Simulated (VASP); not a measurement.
## KBr: single point with LDA

Crystal: KBr.

```xyz
2
Lattice="0.0000 3.1937 3.2431 3.1937 0.0000 3.2431 3.1937 3.1937 0.0000" Properties=species:S:1:pos:R:3 pbc="T T T"
K     0.0000    0.0000    0.0000
Br    3.1937    3.1937    3.2431
```

This cell differs from its parent crystal: strain -0.030 along x and y, -0.015 along z.

| Property | Result |
| --- | --- |
| Program | VASP 6.6.1 |
| Task | single point |
| Functional | LDA |
| Potentials or basis | VASP PAW LDA potentials, release 64 (K_sv, Br) |
| Cutoff | 520 eV |
| k mesh | 6 × 6 × 6 |
| Occupations | gaussian, width 0.05 eV |
| Spin | no spin polarisation |
| Dipole correction | no |
| Further INCAR settings | ALGO = Normal; EDIFF = 1e-06; NBANDS = 15 |

- Pressure: -0.3 GPa
- Band gap on the k mesh: 4.26 eV, direct

Stress tensor (GPa, compression positive):
```
-0.14  0.00  0.00
 0.00 -0.14  0.00
 0.00  0.00 -0.74
```

Levels at points of the mesh, in eV from the valence-band top:
| k point | band 5 | band 6 | band 7 | band 8 | band 9 | band 10 | band 11 | band 12 |
| --- | --- | --- | --- | --- | --- | --- | --- | --- |
| (0.00, 0.00, 0.00) | -10.97 | -0.01 | 0.00 | 0.00 | 4.26 | 7.27 | 7.37 | 7.37 |
| (0.50, 0.00, 0.00) | -10.69 | -1.44 | -0.44 | -0.43 | 6.42 | 8.22 | 9.73 | 9.73 |
| (0.50, 0.50, 0.00) | -11.03 | -0.97 | -0.31 | -0.31 | 5.45 | 7.16 | 9.29 | 9.55 |
| (0.50, 0.00, 0.50) | -11.03 | -0.94 | -0.34 | -0.34 | 5.43 | 7.17 | 9.33 | 9.63 |

Wall time 37 s on 1 thread of AMD EPYC 7R43 64-Core Processor (Zen 3), on a shared host, peak memory 0.15 GiB.

Caveat: the cell differs from its parent crystal (strain -0.030 along x and y, -0.015 along z).
